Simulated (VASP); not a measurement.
# Sr3BiN in VASP: a series of runs

The runs below take Sr3BiN through single point, with LDA.

All numbers are computed with VASP 6.6.1; they aren't measurements. Logs are shortened: lines on timing, memory, paths and dates and some standing lists are left out, and cuts for length are marked.

## Step 1: The cell of the first run

It takes space group Pm-3m (No. 221, cubic). The conventional cell has a = 5.235 Å, b = 5.235 Å, c = 5.235 Å, α = 90.00°, β = 90.00°, γ = 90.00°. Sr (site symmetry 4/mmm) has 2 N at 2.62 Å within 3.5 Å. Within 4.9 Å of Bi (site symmetry m-3m) lie 12 Sr at 3.70 Å and 8 N at 4.53 Å. Within 3.5 Å of N (site symmetry m-3m) lie 6 Sr at 2.62 Å.

## Step 2: Single point, LDA

The input, INCAR:

```
  PREC = Accurate
  ENCUT = 520
  EDIFF = 1E-6
  ISMEAR = 1
  SIGMA = 0.1
  LREAL = F
  LASPH = T
  NELM = 80
  ALGO = Normal
  ISIF = 2
  LWAVE = F
  LCHARG = F
  GGA = CA
  NBANDS = 33
```

The input, KPOINTS:

```
regular mesh
0
Gamma
  7 7 7
```

The input, POSCAR:

```
Sr3BiN
1.0
    5.2349399300      0.0000000000      0.0000000000
    0.0000000000      5.2349399300      0.0000000000
    0.0000000000      0.0000000000      5.2349399300
Sr Bi N
3 1 1
Direct
    0.5000000000      0.5000000000      0.0000000000
    0.0000000000      0.5000000000      0.5000000000
    0.5000000000      0.0000000000      0.5000000000
    0.0000000000      0.0000000000      0.0000000000
    0.5000000000      0.5000000000      0.5000000000
```

Potentials or basis: VASP PAW LDA potentials, release 64 (Sr_sv, Bi_d, N).

Command:

```
cat potpaw_LDA.64/Sr_sv/POTCAR potpaw_LDA.64/Bi_d/POTCAR potpaw_LDA.64/N/POTCAR > POTCAR
mpirun -np 1 vasp_std > vasp.out
```

OUTCAR:

```text
PREC = Accurate
   ENCUT = 520
   EDIFF = 1E-6
   ISMEAR = 1
   LREAL = F
   LASPH = T
   NELM = 80
   ISIF = 2
   GGA = CA

 ion  position               nearest neighbor table
   1  0.500  0.500  0.000-   5 2.62   5 2.62   4 3.70   2 3.70   2 3.70   3 3.70   3 3.70   3 3.70
                             4 3.70   3 3.70   2 3.70   4 3.70   2 3.70   4 3.70
   2  0.000  0.500  0.500-   5 2.62   5 2.62   4 3.70   1 3.70   1 3.70   4 3.70   3 3.70   4 3.70
                             4 3.70   1 3.70   3 3.70   3 3.70   1 3.70   3 3.70
   3  0.500  0.000  0.500-   5 2.62   5 2.62   4 3.70   1 3.70   1 3.70   4 3.70   1 3.70   2 3.70
                             2 3.70   1 3.70   2 3.70   4 3.70   4 3.70   2 3.70
   4  0.000  0.000  0.000-   1 3.70   2 3.70   3 3.70   2 3.70   3 3.70   1 3.70   2 3.70   2 3.70
                             1 3.70   3 3.70   3 3.70   1 3.70
   5  0.500  0.500  0.500-   1 2.62   2 2.62   3 2.62   1 2.62   3 2.62   2 2.62

  LATTYP: Found a simple cubic cell.
 ALAT       =     5.2349399300

  Lattice vectors:

 A1 = (   5.2349399300,   0.0000000000,   0.0000000000)
 A2 = (   0.0000000000,   5.2349399300,   0.0000000000)
 A3 = (   0.0000000000,   0.0000000000,   5.2349399300)

Analysis of symmetry for initial positions (statically):
=====================================================================
 Subroutine PRICEL returns:
 Original cell was already a primitive cell.

 Routine SETGRP: Setting up the symmetry group for a
 simple cubic supercell.

 Subroutine GETGRP returns: Found 48 space group operations
 (whereof 48 operations were pure point group operations)
 out of a pool of 48 trial point group operations.

The static configuration has the point symmetry O_h .

Analysis of symmetry for dynamics (positions and initial velocities):
=====================================================================
 Subroutine PRICEL returns:
 Original cell was already a primitive cell.

 Routine SETGRP: Setting up the symmetry group for a
 simple cubic supercell.

 Subroutine GETGRP returns: Found 48 space group operations
 (whereof 48 operations were pure point group operations)
 out of a pool of 48 trial point group operations.

The dynamic configuration has the point symmetry O_h .

 Subroutine INISYM returns: Found 48 space group operations
 (whereof 48 operations are pure point group operations),
 and found     1 'primitive' translations

----------------------------------------------------------------------------------------

                                     Primitive cell

  volume of cell :     143.4614

  direct lattice vectors                    reciprocal lattice vectors
     5.234939930  0.000000000  0.000000000     0.191024159  0.000000000  0.000000000
     0.000000000  5.234939930  0.000000000     0.000000000  0.191024159  0.000000000
     0.000000000  0.000000000  5.234939930     0.000000000  0.000000000  0.191024159

  length of vectors
     5.234939930  5.234939930  5.234939930     0.191024159  0.191024159  0.191024159

  position of ions in fractional coordinates (direct lattice)
     0.500000000  0.500000000  0.000000000
     0.000000000  0.500000000  0.500000000
     0.500000000  0.000000000  0.500000000
     0.000000000  0.000000000  0.000000000
     0.500000000  0.500000000  0.500000000

  ion indices of the primitive-cell ions
   primitive index   ion index
                 1           1
                 2           2
                 3           3
                 4           4
                 5           5

----------------------------------------------------------------------------------------

 KPOINTS: regular mesh

Automatic generation of k-mesh.
 Grid dimensions read from file:
 generate k-points for:    7    7    7

 Generating k-lattice:

  Cartesian coordinates                     Fractional coordinates (reciprocal lattice)
     0.027289166  0.000000000  0.000000000     0.142857143  0.000000000  0.000000000
     0.000000000  0.027289166  0.000000000     0.000000000  0.142857143  0.000000000
     0.000000000  0.000000000  0.027289166     0.000000000  0.000000000  0.142857143

  Length of vectors
     0.027289166  0.027289166  0.027289166

  Shift w.r.t. Gamma in fractional coordinates (k-lattice)
     0.000000000  0.000000000  0.000000000

 Subroutine IBZKPT returns following result:
 ===========================================

 Found     20 irreducible k-points:

 Following reciprocal coordinates:
            Coordinates               Weight
  0.000000  0.000000  0.000000      1.000000
  0.142857  0.000000  0.000000      6.000000
  0.285714  0.000000  0.000000      6.000000
  0.428571  0.000000  0.000000      6.000000
  0.142857  0.142857  0.000000     12.000000
  0.285714  0.142857  0.000000     24.000000
[... 12 lines left out ...]
  0.428571  0.428571  0.285714     24.000000
  0.428571  0.428571  0.428571      8.000000
   k-points           NKPTS =     20   k-points in BZ     NKDIM =     20   number of bands    NBANDS=     33
   number of dos      NEDOS =    301   number of ions     NIONS =      5
   total plane-waves  NPLWV =  64000
   dimension x,y,z NGX =    40 NGY =   40 NGZ =   40
   dimension x,y,z NGXF=    80 NGYF=   80 NGZF=   80
   ions per type =               3   1   1
   NGX,Y,Z   is equivalent  to a cutoff of  12.70, 12.70, 12.70 a.u.
   NGXF,Y,Z  is equivalent  to a cutoff of  25.41, 25.41, 25.41 a.u.
 SYSTEM =  unknown system
   PREC   = accura    normal or accurate (medium, high low for compatibility)
   ISTART =      0    job   : 0-new  1-cont  2-samecut
   ICHARG =      2    charge: 1-file 2-atom 10-const
   ISPIN  =      1    spin polarized calculation?
   LNONCOLLINEAR =      F non collinear calculations
   LSORBIT =      F    spin-orbit coupling
   LASPH  =      T    aspherical Exc in radial PAW
   ENCUT  =  520.0 eV  38.22 Ry    6.18 a.u.   9.73  9.73  9.73*2*pi/ulx,y,z
   NELM   =     80;   NELMIN=  2; NELMDL= -5     # of ELM steps
   EDIFF  = 0.1E-05   stopping-criterion for ELM
   LREAL  =      F    real-space projection
   EDIFFG = 0.1E-04   stopping-criterion for IOM
   NSW    =      0    number of steps for IOM
   IBRION =     -1    ionic relax: 0-MD 1-quasi-New 2-CG
   NFREE  =      0    steps in history (QN), initial steepest desc. (CG)
   ISIF   =      2    stress and relaxation
   ISYM   =      2    0-nonsym 1-usesym 2-fastsym
   POTIM  = 0.5000    time-step for ionic-motion
   TEBEG  =    0.0;   TEEND  =   0.0 temperature during run
   PSTRESS=    0.0 pullay stress
   NELECT =      50.0000    total number of electrons
   NUPDOWN=      -1.0000    fix difference up-down
   EMIN   =  10.00;   EMAX   =-10.00  energy-range for DOS
   EFERMI =   0.00;   METHOD = LEGACY
   ISMEAR =     1;   SIGMA  =   0.10  broadening in eV -4-tet -1-fermi 0-gaus
   EFERMI_NEDOS =   21; number of points for ismear=-14 and -15
   IALGO  =     38    algorithm
   IMIX   =      4    mixing-type and parameters
     AMIX     =   0.40;   BMIX     =  1.00
     AMIX_MAG =   1.60;   BMIX_MAG =  1.00
  volume/ion in A,a.u.               =      28.69       193.63
  Fermi-wavevector in a.u.,A,eV,Ry     =   1.152090  2.177135 18.059172  1.327312
  Thomas-Fermi vector in A             =   2.288744
   LORBIT       =      0    0 simple, 1 ext, 2 COOP (PROOUT), +10 PAW based schemes
   GGA     = CA    functional components
   LHFCALC =     F    Hartree Fock is set to
   AEXX    =    0.0000 exact exchange contribution
   IVDW    =     0    specifies the selected vdW correction
   LEPSILON=     F    determine dielectric tensor
   LRPA    =     F    only Hartree local field effects (RPA)
 non-spin polarized calculation
 Methfessel and Paxton  Order N= 1 SIGMA  =   0.10
  energy-cutoff  :      520.00
  volume of cell :      143.46
 maximum number of plane-waves:      3887
 NGX is ok and might be reduce to    40
   NGX = 19   NGY = 19   NGZ = 19

 number of electron      49.9999996 magnetization

 Free energy of the ion-electron system (eV)
  ---------------------------------------------------
  ext. energy  EPLUGINS =         0.00000000
  ---------------------------------------------------
  free energy    TOTEN  =       -24.31190074 eV

  energy without entropy =      -24.31208498  energy(sigma->0) =      -24.31196215

 E-fermi :   3.6636     XC(G=0):  -9.4873

 val. band max:        3.5613123576   @ k =   0.0000   0.0000   0.0000
 cond. band min:       3.7822083902   @ k =   0.0000   0.0000   0.0000
 fundamental gap:      0.2208960326
 Fermi energy:         3.6636185784

 k-point     1 :       0.0000    0.0000    0.0000
  band No.  band energies     occupation
      1     -31.3898      2.00000
      2     -31.2911      2.00000
      3     -31.2911      2.00000
      4     -18.2443      2.00000
      5     -18.2443      2.00000
      6     -18.2443      2.00000
[... 25 lines left out ...]
     32       7.9802      0.00000
     33       7.9802      0.00000

 k-point     2 :       0.1429    0.0000    0.0000
  band No.  band energies     occupation
      1     -31.3855      2.00000
      2     -31.2954      2.00000
      3     -31.2911      2.00000
      4     -18.2447      2.00000
      5     -18.2447      2.00000
      6     -18.2443      2.00000
[... 25 lines left out ...]
     32       7.7417      0.00000
     33       8.1128      0.00000

 k-point     3 :       0.2857    0.0000    0.0000
  band No.  band energies     occupation
      1     -31.3737      2.00000
      2     -31.3069      2.00000
      3     -31.2910      2.00000
      4     -18.2456      2.00000
      5     -18.2456      2.00000
      6     -18.2443      2.00000
[... 25 lines left out ...]
     32       7.2272      0.00000
     33       8.3984      0.00000

 k-point     4 :       0.4286    0.0000    0.0000
  band No.  band energies     occupation
      1     -31.3598      2.00000
      2     -31.3207      2.00000
      3     -31.2908      2.00000
      4     -18.2463      2.00000
      5     -18.2463      2.00000
      6     -18.2443      2.00000
[... 529 lines left out ...]
     32       7.5439      0.00000
     33       8.0204      0.00000

 k-point    19 :       0.4286    0.4286    0.2857
  band No.  band energies     occupation
      1     -31.3305      2.00000
      2     -31.3215      2.00000
      3     -31.3175      2.00000
      4     -18.2452      2.00000
      5     -18.2452      2.00000
      6     -18.2448      2.00000
[... 25 lines left out ...]
     32       7.2186      0.00000
     33       7.9944      0.00000

 k-point    20 :       0.4286    0.4286    0.4286
  band No.  band energies     occupation
      1     -31.3263      2.00000
      2     -31.3214      2.00000
      3     -31.3214      2.00000
      4     -18.2447      2.00000
      5     -18.2447      2.00000
      6     -18.2447      2.00000
[... 25 lines left out ...]
     32       6.9740      0.00000
     33       8.4106      0.00000

------------------------ aborting loop because EDIFF is reached ----------------------------------------

  FORCE on cell =-STRESS in cart. coord.  units (eV):
  Direction    XX          YY          ZZ          XY          YZ          ZX
  --------------------------------------------------------------------------------------
  -------------------------------------------------------------------------------------
  Total       -2.7816570     -2.7816570     -2.7816570     -0.0000000     -0.0000000      0.0000000
  in kB      -31.0655503    -31.0655503    -31.0655503     -0.0000000     -0.0000000      0.0000000
  external PRESSURE =     -31.0655503 kB  Pullay stress =       0.0000000 kB

 VOLUME and BASIS-vectors are now :
 -----------------------------------------------------------------------------
  energy-cutoff  :      520.00
  volume of cell :      143.46
      direct lattice vectors                 reciprocal lattice vectors
     5.234939930  0.000000000  0.000000000     0.191024159  0.000000000  0.000000000
     0.000000000  5.234939930  0.000000000     0.000000000  0.191024159  0.000000000
     0.000000000  0.000000000  5.234939930     0.000000000  0.000000000  0.191024159

 POSITION                                       TOTAL-FORCE (eV/Angst)
 -----------------------------------------------------------------------------------
      2.61747      2.61747      0.00000         0.000000      0.000000      0.000000
      0.00000      2.61747      2.61747         0.000000      0.000000      0.000000
      2.61747      0.00000      2.61747         0.000000      0.000000      0.000000
      0.00000      0.00000      0.00000         0.000000      0.000000      0.000000
      2.61747      2.61747      2.61747         0.000000      0.000000      0.000000
 -----------------------------------------------------------------------------------
    total drift:                               -0.000000      0.000000     -0.000000

  FREE ENERGIE OF THE ION-ELECTRON SYSTEM (eV)
  ---------------------------------------------------
  free  energy   TOTEN  =       -24.3119007423 eV

  energy  without entropy=      -24.3120849773  energy(sigma->0) =      -24.31196215
```

It took 40 s on 1 thread of Intel Xeon 6975P-C (Granite Rapids), shared host; peak memory 0.25 GiB.

What came out:

```
Free energy            : -24.3119 eV
Pressure               : -3.1 GPa
Band gap on the k mesh : 0.22 eV
```

Caveat: the cell stands under tension; spin-orbit coupling is left out, which moves the levels of the heavy elements; an odd mesh through Γ misses points on the zone boundary, where band edges can lie.

## Step 3: Single point, LDA

This run uses another cell than the first one, of 28.41 Å³/atom.

The input, INCAR:

```
PREC = Accurate
ENCUT = 520
EDIFF = 1E-7
ISMEAR = 1
SIGMA = 0.1
LREAL = False
LASPH = True
NELM = 80
ALGO = Normal
ISIF = 2
LWAVE = False
LCHARG = True
LELF = True
LVHAR = True
NBANDS = 33
```

The input, KPOINTS:

```
Automatic mesh
0
Gamma
  7 7 7
```

POSCAR, as its differences from that of step 2:

```diff
@@ -4,3 +4,3 @@
     0.0000000000      5.2349399300      0.0000000000
-    0.0000000000      0.0000000000      5.2349399300
+    0.0000000000      0.0000000000      5.1825905307
 Sr Bi N
```

Potentials or basis: VASP PAW LDA potentials, release 64 (Sr_sv, Bi_d, N).

Command:

```
cat potpaw_LDA.64/Sr_sv/POTCAR potpaw_LDA.64/Bi_d/POTCAR potpaw_LDA.64/N/POTCAR > POTCAR
mpirun -np 1 vasp_std > vasp.out
```

Wall time 89 s (1 thread of Intel Xeon 6975P-C (Granite Rapids), shared host); peak memory 0.31 GiB.

It converged, with:

```
Free energy            : -24.3352 eV
Pressure               : -2.7 GPa
Band gap on the k mesh : 0.15 eV
```

Stress tensor (GPa, compression positive):
```
-2.95  0.00  0.00
 0.00 -2.95  0.00
 0.00  0.00 -2.18
```

Levels at points of the mesh, in eV from the valence-band top:
```csv
k point,band 21,band 22,band 23,band 24,band 25,band 26,band 27,band 28,band 29,band 30
"(0.00, 0.00, 0.00)",-0.98,-0.91,-0.05,-0.05,0.00,0.15,0.18,0.31,1.21,1.24
```

Caveat: spin-orbit coupling is left out, which moves the levels of the heavy elements; an odd mesh through Γ misses points on the zone boundary, where band edges can lie.

## Step 4: Single point, LDA

This run uses another cell than the first one, of 28.50 Å³/atom.

INCAR, as its differences from that of step 3:

```diff
@@ -2,3 +2,3 @@
 ENCUT = 520
-EDIFF = 1E-7
+EDIFF = 1E-6
 ISMEAR = 1
```

The input, KPOINTS:

```
regular mesh
0
Gamma
  7 7 7
```

POSCAR, as its differences from that of step 3:

```diff
@@ -4,3 +4,3 @@
     0.0000000000      5.2349399300      0.0000000000
-    0.0000000000      0.0000000000      5.1825905307
+    0.0000000000      0.0000000000      5.2000403305
 Sr Bi N
```

Command:

```
cat potpaw_LDA.64/Sr_sv/POTCAR potpaw_LDA.64/Bi_d/POTCAR potpaw_LDA.64/N/POTCAR > POTCAR
mpirun -np 1 vasp_std > vasp.out
```

Run time: 76 s. Hardware: 1 thread of Intel Xeon 6975P-C (Granite Rapids), shared host; peak memory 0.31 GiB.

Results (log left out):

```yaml
Free_energy: -24.3284 eV
Pressure: -2.8 GPa
Band_gap_on_the_k_mesh: 0.18 eV
```

Stress tensor (GPa, compression positive):
```
-3.01  0.00  0.00
 0.00 -3.01  0.00
 0.00  0.00 -2.50
```

Levels at points of the mesh, in eV from the valence-band top:
```
           k point  band 21  band 22  band 23  band 24  band 25  band 26  band 27  band 28  band 29  band 30
(0.00, 0.00, 0.00)    -0.96    -0.92    -0.03    -0.03     0.00     0.18     0.19     0.31     1.23     1.25
```

Caveat: spin-orbit coupling is left out, which moves the levels of the heavy elements; an odd mesh through Γ misses points on the zone boundary, where band edges can lie.

(Part 1 of 2 ends here.)
